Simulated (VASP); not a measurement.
Be3TeSe2:

```
Be Te Se
1.0
     3.70000    0.00000    0.00000
    -1.85000    3.20429    0.00000
     0.00000    0.00000    9.06000
Be Te Se
3 1 2
Direct
  0.66667 0.33333 0.91667
  0.00000 0.00000 0.25000
  0.33333 0.66667 0.58333
  0.00000 0.00000 0.00000
  0.66667 0.33333 0.66667
  0.33333 0.66667 0.33333
```

| Quantity | Value |
| --- | --- |
| Program | VASP 6.6.1 |
| Task | relaxation of cell and atoms |
| Functional | PBE |
| Potentials or basis | VASP PAW PBE potentials, release 64 (Be, Te, Se) |
| Cutoff | 600 eV |
| k mesh | 4 × 4 × 2 |
| Occupations | gaussian, width 0.15 eV |
| Spin | no spin polarisation |

At the start: pressure 6.3 GPa; volume 17.90 Å³/atom.

Task: How do energy, volume and symmetry change on relaxing?

Result: Over 7 steps the energy falls by 54.6 meV/atom and the volume is 19.24 Å³/atom (+7.5 %); space group P3m1 (No. 156, to 0.05 Å).

Step by step:
```csv
step,energy change (eV),largest force (eV/Å),pressure (GPa),volume (Å³)
1,0.0000,1.3647,6.28,107.41
2,-0.2562,0.5141,-1.55,118.70
3,-0.2585,0.5715,-0.96,117.59
4,-0.2967,0.3359,-0.51,116.59
5,-0.3209,0.3016,0.39,114.84
6,-0.3211,0.2967,0.31,114.99
7,-0.3276,0.0450,-0.02,115.46
```

Final structure:
```cif
data_structure
_symmetry_space_group_name_H-M 'P 1'
_symmetry_Int_Tables_number 1
_cell_length_a 3.8001
_cell_length_b 3.8001
_cell_length_c 9.2320
_cell_angle_alpha 90.000
_cell_angle_beta 90.000
_cell_angle_gamma 120.000
_cell_volume 115.46
loop_
_atom_site_label
_atom_site_type_symbol
_atom_site_fract_x
_atom_site_fract_y
_atom_site_fract_z
_atom_site_occupancy
Be1 Be 0.66667 0.33333 0.90144 1
Be2 Be 0.00000 0.00000 0.26562 1
Be3 Be 0.33333 0.66667 0.58379 1
Te1 Te 0.00000 0.00000 0.99958 1
Se1 Se 0.66667 0.33333 0.65952 1
Se2 Se 0.33333 0.66667 0.34004 1
```

Caveat: the k points lie up to 0.48 Å⁻¹ apart in the final cell; the relaxation stopped at a loose force limit of 0.08 eV/Å, so its end isn't a converged minimum.
